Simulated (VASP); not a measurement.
Write the native input for VASP 6.6.1 that does the following.

```
Task                   : single point
Functional             : PBEsol
Potentials or basis    : VASP PAW PBE potentials, release 64 (Bi_d)
Cutoff                 : 520 eV
k mesh                 : 12 × 12 × 10
Occupations            : gaussian, width 0.1 eV
Spin                   : no spin polarisation
Dipole correction      : no
Further INCAR settings : ALGO = Fast; EDIFF = 1e-07; NBANDS = 22
```

The structure of Bi lies in POSCAR:

```
Bi
1.0
    4.2675150660      0.0000000000      0.0000000000
   -2.1337575330      3.6957764582      0.0000000000
    0.0000000000      0.0000000000      4.2172208275
Bi
2
Direct
    0.3333333333      0.6666666667      0.2500000000
    0.6666666667      0.3333333333      0.7500000000
```

This isn't the form of Bi at room conditions, which is rhombohedral.

One way to write it, as run:

INCAR

```
ALGO = Fast
EDIFF = 1E-7
ENCUT = 520
GGA = PS
ISIF = 2
ISMEAR = 0
LASPH = True
LCHARG = True
LELF = True
LREAL = False
LVHAR = True
LWAVE = False
NBANDS = 22
NELM = 60
PREC = Accurate
SIGMA = 0.1
```

KPOINTS

```
k-points
0
Gamma
  12 12 10
```

Potentials or basis: VASP PAW PBE potentials, release 64 (Bi_d).

The run is started by

```console
$ cat potpaw_PBE.64/Bi_d/POTCAR > POTCAR
$ mpirun -np 1 vasp_std > vasp.out
```

Results of the run:

```json
{
 "Pressure": "-0.1 GPa",
 "Band gap on the k mesh": "zero (bands 15 and 16 overlap by 2.96 eV)"
}
```

Caveat: the PAW data sets were made with another functional, which shifts forces and pressure a little; spin-orbit coupling is left out, which moves the levels of the heavy elements.

Run time: 2.2 min on 1 thread of Intel Xeon 8259CL, with other jobs on the host, peak memory 0.27 GiB.
